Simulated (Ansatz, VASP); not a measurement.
## GeBiO4: VASP beside Ansatz

INCAR

```
PREC = Accurate
ENCUT = 910
EDIFF = 1E-7
ISMEAR = 0
SIGMA = 0.1
LREAL = False
LASPH = True
NELM = 120
ALGO = Normal
ISIF = 3
LWAVE = False
LCHARG = False
GGA = PE
IBRION = 2
NSW = 90
EDIFFG = -0.04
GGA_COMPAT = False
NELMIN = 4
```

Contents of KPOINTS:

```
regular mesh
0
Gamma
  4 4 4
```

The input POSCAR:

```
GeBiO4
1.0
    2.5307328500     -4.2490094900      0.0000000000
    2.5307328500      4.2490094900      0.0000000000
    0.0000000000      0.0000000000      4.0370788600
Ge Bi O
1 1 4
Direct
    0.0000000000      0.0000000000      0.5000000000
    0.5000000000      0.5000000000      0.0000000000
    0.1683163000      0.8316837000      0.0000000000
    0.8316837000      0.1683163000      0.0000000000
    0.0000000000      0.5000000000      0.5000000000
    0.5000000000      0.0000000000      0.5000000000
```

Input for Ansatz:

```yaml
crystal:
  lattice:
    - [2.53073285, -4.24900949, 0.0]
    - [2.53073285, 4.24900949, 0.0]
    - [0.0, 0.0, 4.03707886]
  atoms:
    - { symbol: Ge, position: [0.0, 0.0, 0.5] }
    - { symbol: Bi, position: [0.5, 0.5, 0.0] }
    - { symbol: O, position: [0.1683163, 0.8316837, 0.0] }
    - { symbol: O, position: [0.8316837, 0.1683163, 0.0] }
    - { symbol: O, position: [0.0, 0.5, 0.5] }
    - { symbol: O, position: [0.5, 0.0, 0.5] }
basis:
  ecutwfc: 420
kpoints:
  mp_grid: { grid: [4, 4, 4] }
hamiltonian:
  xc: pbe
scf:
  occupations: { method: gaussian, width: 0.1 }
  lower_state_search: "off"
output:
  forces: true
  stress: true
  eigenvalues: true
relax:
  adjacent_minimum: "off"
  f_tol: 0.04
  max_steps: 70
  cell: { stress_tol: 0.4 }
```

Change from the starting cell: species swapped into the GdAlNi4 type (Cmmm, No. 65).

Alike in both runs: task relaxation of cell and atoms; functional PBE; k mesh 4 × 4 × 4; occupations gaussian, width 0.1 eV; no spin polarisation.

```csv
,VASP,Ansatz
version,VASP 6.6.1,Ansatz 0.2.0
potentials or method,"VASP PAW PBE potentials, release 64 (Ge_d, Bi_d, O_h), cutoff 910 eV","scalar-relativistic, plane waves, PAW"
valence electrons in the cell,53,53
```

Ansatz gave:

| Property | Result |
| --- | --- |
| gap on the k mesh at the Fermi level, each at its own relaxed structure (eV) | none |
| relaxed volume (Å³/atom) | 12.39 |
| relaxed length of the cell vector where the two differ most in proportion (Å) | 4.760 |

Q: What did VASP give for the same quantities?

A: gap on the k mesh at the Fermi level, each at its own relaxed structure (eV): none; relaxed volume (Å³/atom): 11.97; relaxed length of the cell vector where the two differ most in proportion (Å): 4.535.

A gap of «none» marks a metal or a gap that the smearing closes.

The k mesh is coarse, so the values compare programs but aren't converged. Neither program's run includes spin-orbit coupling. Noted on VASP's run: the cutoff is under 1.25 times that of the potentials, so the pressure is a little rough; the volume moved by over 15 % at a fixed basis, so the end points are rough.
